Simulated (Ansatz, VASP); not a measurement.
Au in VASP and in Ansatz

```
Au
1.0
     2.95307    0.00000    0.00000
    -1.47653    2.55743    0.00000
     0.00000    0.00000    9.83272
Au
4
Direct
  0.00000 0.00000 0.00000
  0.00000 0.00000 0.50000
  0.33333 0.66667 0.25000
  0.66667 0.33333 0.75000
```

Alike in both runs: task single point; functional LDA; k mesh 14 × 14 × 4; occupations fermi-dirac, width 0.1 eV; no spin polarisation.

```csv
,VASP,Ansatz
version,VASP 6.6.1,Ansatz 0.2.0
potentials or method,"VASP PAW LDA potentials, release 64 (Au), cutoff 520 eV","plane waves (420 eV) with PAW, scalar-relativistic"
valence electrons in the cell,44,76
```

|  | VASP | Ansatz | Ansatz less VASP |
| --- | --- | --- | --- |
| pressure (GPa) | -15.3 | -15.7 | -0.34 |
| traceless stress, the component that is largest in VASP (GPa) | 0.01 | 0.07 | +0.068 |

Ansatz warns that its potentials were made for another functional, while VASP's fit it. LDA's correlation is that of Perdew and Zunger in VASP and of Perdew and Wang (1992) in Ansatz. VASP's potentials hold 44 valence electrons a cell and Ansatz's 76, so a difference there can come from the potentials and not from the codes.

Spin-orbit coupling is off throughout.
